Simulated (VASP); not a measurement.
# PbSe (Fm-3m) in VASP: elastic constants with r2SCAN

Aim: the elastic constants of PbSe with r2SCAN.

Everything below comes from runs of VASP 6.6.1. Logs are shortened: lines on timing, memory, paths and dates and some standing lists are left out, and cuts for length are marked.

### 1 The cell of the first run

The structure is cubic, space group Fm-3m (No. 225). Conventional cell: a = 6.121 Å, b = 6.121 Å, c = 6.121 Å, α = 90.00°, β = 90.00°, γ = 90.00°. Pb (site symmetry m-3m) has 6 Se at 3.06 Å within 4.0 Å. Se (site symmetry m-3m) has 6 Pb at 3.06 Å within 4.0 Å.

### 2 Elastic constants, r2SCAN

File INCAR:

```
SYSTEM = PbSe
  PREC = Accurate
  ENCUT = 600
  EDIFF = 1E-8
  ISMEAR = 0
  SIGMA = 0.01
  LREAL = .False.
  LASPH = .True.
  NELM = 60
  ALGO = Normal
  ISIF = 3
  LWAVE = .False.
  LCHARG = .False.
  METAGGA = R2SCAN
  LMIXTAU = .True.
  IBRION = 6
  NFREE = 2
  POTIM = 0.015
  NSW = 1
```

File KPOINTS:

```
Automatic mesh
0
Gamma
  7 7 7
  0 0 0
```

File POSCAR:

```
PbSe
1.0
    0.0000000000      3.0606500000      3.0606500000
    3.0606500000      0.0000000000      3.0606500000
    3.0606500000      3.0606500000      0.0000000000
Pb Se
1 1
Direct
    0.0000000000      0.0000000000      0.0000000000
    0.5000000000      0.5000000000      0.5000000000
```

Potentials or basis: VASP PAW PBE potentials, release 64 (Pb_d, Se).

Launch:

```
> cat potpaw_PBE.64/Pb_d/POTCAR potpaw_PBE.64/Se/POTCAR > POTCAR
> mpirun -np 1 vasp_std > vasp.out
```

OUTCAR:

```text
SYSTEM = PbSe
   PREC = Accurate
   ENCUT = 600
   EDIFF = 1E-8
   ISMEAR = 0
   LREAL = .False.
   LASPH = .True.
   NELM = 60
   ISIF = 3
   METAGGA = R2SCAN
   IBRION = 6
   NFREE = 2
   POTIM = 0.015
   NSW = 1

 ion  position               nearest neighbor table
   1  0.000  0.000  0.000-   2 3.06   2 3.06   2 3.06   2 3.06   2 3.06   2 3.06
   2  0.500  0.500  0.500-   1 3.06   1 3.06   1 3.06   1 3.06   1 3.06   1 3.06

  LATTYP: Found a face centered cubic cell.
 ALAT       =     6.1213000000

  Lattice vectors:

 A1 = (   0.0000000000,   3.0606500000,   3.0606500000)
 A2 = (   3.0606500000,   0.0000000000,   3.0606500000)
 A3 = (   3.0606500000,   3.0606500000,   0.0000000000)

Analysis of symmetry for initial positions (statically):
=====================================================================
 Subroutine PRICEL returns:
 Original cell was already a primitive cell.

 Routine SETGRP: Setting up the symmetry group for a
 face centered cubic supercell.

 Subroutine GETGRP returns: Found 48 space group operations
 (whereof 48 operations were pure point group operations)
 out of a pool of 48 trial point group operations.

The static configuration has the point symmetry O_h .

Analysis of symmetry for dynamics (positions and initial velocities):
=====================================================================
 Subroutine PRICEL returns:
 Original cell was already a primitive cell.

 Routine SETGRP: Setting up the symmetry group for a
 face centered cubic supercell.

 Subroutine GETGRP returns: Found 48 space group operations
 (whereof 48 operations were pure point group operations)
 out of a pool of 48 trial point group operations.

The dynamic configuration has the point symmetry O_h .

 Subroutine INISYM returns: Found 48 space group operations
 (whereof 48 operations are pure point group operations),
 and found     1 'primitive' translations

[... 766 lines left out ...]
     11       9.9552      0.00000
     12       9.9552      0.00000
     13       9.9572      0.00000
     14      11.8745      0.00000
[... 377 lines left out ...]
      1     -12.5895      2.00000
      2     -12.5671      2.00000
      3     -12.5426      2.00000
      4     -12.5227      2.00000
      5     -12.5168      2.00000
      6      -8.0423      2.00000
      7      -3.9837      2.00000
      8       2.0740      2.00000
      9       3.0187      2.00000
     10       3.9956      2.00000
     11       6.4358      0.00000
     12       7.3112      0.00000
     13       8.5285      0.00000
     14      13.3930      0.00000

 [... further k-points ...]
[... 5 lines left out ...]
  --------------------------------------------------------------------------------------
  -------------------------------------------------------------------------------------
  Total        0.5474012      0.5441450      0.5441450      0.0000000      0.0000000      0.0000000
  in kB       15.2948539     15.2038714     15.2038714      0.0000000      0.0000000      0.0000000
  external PRESSURE =      15.2341989 kB  Pullay stress =       0.0000000 kB
[... 17 lines left out ...]
  FREE ENERGIE OF THE ION-ELECTRON SYSTEM (eV)
  ---------------------------------------------------
  free  energy   TOTEN  =       -71.9330953148 eV

  energy  without entropy=      -71.9330953148  energy(sigma->0) =      -71.93309531

 INTERNAL STRAIN TENSORS FROM STRAINED CELLS
 ============================================

 INTERNAL STRAIN TENSOR FOR ION    1 for displacements in x,y,z  (eV/Angst):
          X           Y           Z          XY          YZ          ZX
  --------------------------------------------------------------------------------
  x     0.00000     0.00000     0.00000     0.00000     0.00000    -0.00000
  y     0.00000     0.00000    -0.00000    -0.00000     0.00000    -0.00000
  z    -0.00000     0.00000    -0.00000     0.00000     0.00000     0.00000

 INTERNAL STRAIN TENSORS FROM DISPLACED ATOMS
 ============================================

 INTERNAL STRAIN TENSOR FOR ION    1 for displacements in x,y,z  (eV/Angst):
          X           Y           Z          XY          YZ          ZX
  --------------------------------------------------------------------------------
  x     0.00000     0.00000     0.00000     0.00000     0.00000     0.00000
  y     0.00000     0.00000     0.00000     0.00000     0.00000     0.00000
  z     0.00000     0.00000     0.00000     0.00000     0.00000     0.00000

 INTERNAL STRAIN TENSOR FOR ION    2 for displacements in x,y,z  (eV/Angst):
          X           Y           Z          XY          YZ          ZX
  --------------------------------------------------------------------------------
  x     0.00000     0.00000     0.00000     0.00000     0.00000     0.00000
  y     0.00000     0.00000     0.00000     0.00000     0.00000     0.00000
  z     0.00000     0.00000     0.00000     0.00000     0.00000     0.00000

 Eigenvectors and eigenvalues of the dynamical matrix
 ----------------------------------------------------

   1 f  =    1.410941 THz     8.865206 2PiTHz   47.063939 cm-1     5.835182 meV
             X         Y         Z           dx          dy          dz
      0.000000  0.000000  0.000000     0.000000    0.000000   -0.527047
      3.060650  3.060650  3.060650     0.000000    0.000000    0.849836
[... 21 lines left out ...]
   6 f/i=    0.002915 THz     0.018317 2PiTHz    0.097240 cm-1     0.012056 meV
             X         Y         Z           dx          dy          dz
      0.000000  0.000000  0.000000     0.276373    0.149019   -0.789704
      3.060650  3.060650  3.060650     0.171400    0.092418   -0.489755

--------------------------------------------------------------------------------------------------------

 ELASTIC MODULI CONTR FROM IONIC RELAXATION (kBar)
 Direction    XX          YY          ZZ          XY          YZ          ZX
 --------------------------------------------------------------------------------
 XX           0.0000      0.0000      0.0000      0.0000      0.0000      0.0000
 YY           0.0000      0.0000      0.0000      0.0000      0.0000      0.0000
 ZZ           0.0000      0.0000      0.0000      0.0000      0.0000      0.0000
 XY           0.0000      0.0000      0.0000      0.0000      0.0000      0.0000
 YZ           0.0000      0.0000      0.0000      0.0000      0.0000      0.0000
 ZX           0.0000      0.0000      0.0000      0.0000      0.0000      0.0000
 --------------------------------------------------------------------------------

 TOTAL ELASTIC MODULI (kBar)
 Direction    XX          YY          ZZ          XY          YZ          ZX
 --------------------------------------------------------------------------------
 XX        1442.7604    129.5927    129.5927     -0.0000     -0.0000      0.0000
 YY         129.5927   1442.7604    129.5927     -0.0000     -0.0000      0.0000
 ZZ         129.5927    129.5927   1442.7604     -0.0000      0.0000     -0.0000
 XY          -0.0000     -0.0000     -0.0000    180.6091     -0.0000      0.0000
 YZ          -0.0000     -0.0000      0.0000     -0.0000    180.6091      0.0000
 ZX           0.0000      0.0000     -0.0000      0.0000      0.0000    180.6091
 --------------------------------------------------------------------------------
```

OSZICAR:

```text
N       E                     dE             d eps       ncg     rms          rms(c)
DAV:   1     0.106916178356E+03    0.10692E+03   -0.10877E+04   560   0.168E+03
DAV:   2    -0.622633618967E+02   -0.16918E+03   -0.16534E+03   584   0.375E+02
[... 314 lines left out ...]
DAV:   7    -0.719330947173E+02   -0.29228E-06   -0.53186E-06  1216   0.207E-02    0.947E-04
DAV:   8    -0.719330944450E+02    0.27225E-06   -0.71754E-07  1174   0.940E-03    0.103E-03
DAV:   9    -0.719330952058E+02   -0.76077E-06   -0.50488E-07  1132   0.568E-03    0.527E-04
DAV:  10    -0.719330952787E+02   -0.72873E-07   -0.11056E-07  1192   0.321E-03    0.544E-04
DAV:  11    -0.719330953087E+02   -0.30058E-07   -0.32792E-08  1138   0.130E-03    0.185E-04
DAV:  12    -0.719330953148E+02   -0.61298E-08   -0.54471E-09   608   0.728E-04
  17 F= -.71933095E+02 E0= -.71933095E+02  d E =-.506751E-38
```

Wall time 1.8 h (1 thread of Oxide Virtual Turin-like, shared host); peak memory 0.33 GiB.

What came out:

| Property | Result |
| --- | --- |
| Elastic constants C11, C12, C44 | 144, 13, 18 GPa |
| Voigt bulk modulus | 57 GPa |
| Highest phonon frequency at Γ, LO-TO splitting left out | 47 cm⁻¹ |

Phonon frequencies in cm⁻¹ (negative: imaginary):
```csv
q point,frequencies
"(0.000, 0.000, 0.000)",0 0 0 47 47 47
```

Elastic tensor in Voigt notation (GPa, in the Cartesian axes of the cell as first typed):
```
144  13  13   0   0   0
 13 144  13   0   0   0
 13  13 144   0   0   0
  0   0   0  18   0   0
  0   0   0   0  18   0
  0   0   0   0   0  18
```

Clamped-ion elastic tensor (GPa):
```
144  13  13   0   0   0
 13 144  13   0   0   0
 13  13 144   0   0   0
  0   0   0  18   0   0
  0   0   0   0  18   0
  0   0   0   0   0  18
```

Caveat: the cell is under stress, which shifts elastic constants; this odd mesh misses L, so gap, dielectric constants and Born charges aren't listed; the PAW data sets were made with another functional, which shifts forces and pressure a little; spin-orbit coupling is left out, which moves the levels of the heavy elements.
